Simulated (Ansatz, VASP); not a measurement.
# One calculation of Zr3O, two programs

```xyz
8
Lattice="5.9307 0.0000 0.0000 -2.9654 5.1362 0.0000 0.0000 0.0000 4.7603" Properties=species:S:1:pos:R:3 pbc="T T T"
Zr    2.9654    3.4207    1.1901
Zr   -1.4797    4.2784    3.5702
Zr    1.4856    0.8577    1.1901
Zr    0.0000    1.7155    3.5702
Zr    4.4451    0.8577    1.1901
Zr    1.4797    4.2784    3.5702
O     0.0000    3.4241    1.1901
O     2.9654    1.7121    3.5702
```

Alike in both runs: task single point; functional r2SCAN; k mesh 6 × 6 × 4; occupations gaussian, width 0.1 eV; no spin polarisation.

```csv
,VASP,Ansatz
version,VASP 6.6.1,Ansatz 0.2.0
potentials or method,"VASP PAW PBE potentials, release 64 (Zr_sv, O), cutoff 520 eV","scalar-relativistic, plane waves, PAW"
valence electrons in the cell,84,84
```

VASP gave:

```
gap on the k mesh at the Fermi level (eV)                     : none
pressure (GPa)                                                : -0.8
traceless stress, the component that is largest in VASP (GPa) : 5.06
rms of the force components (eV/Å)                            : 0.317
```

Question: What did Ansatz give for the same quantities?

Answer: gap on the k mesh at the Fermi level (eV): none; pressure (GPa): -0.9; traceless stress, the component that is largest in VASP (GPa): 5.06; rms of the force components (eV/Å): 0.317.

VASP's potentials were made for PBE, not for r2SCAN. Atom by atom the forces differ by 0.000 eV/Å (rms over components). A gap of «none» marks a metal or a gap that the smearing closes. The functional is the same, so the differences come from potentials, cutoffs and numerics.
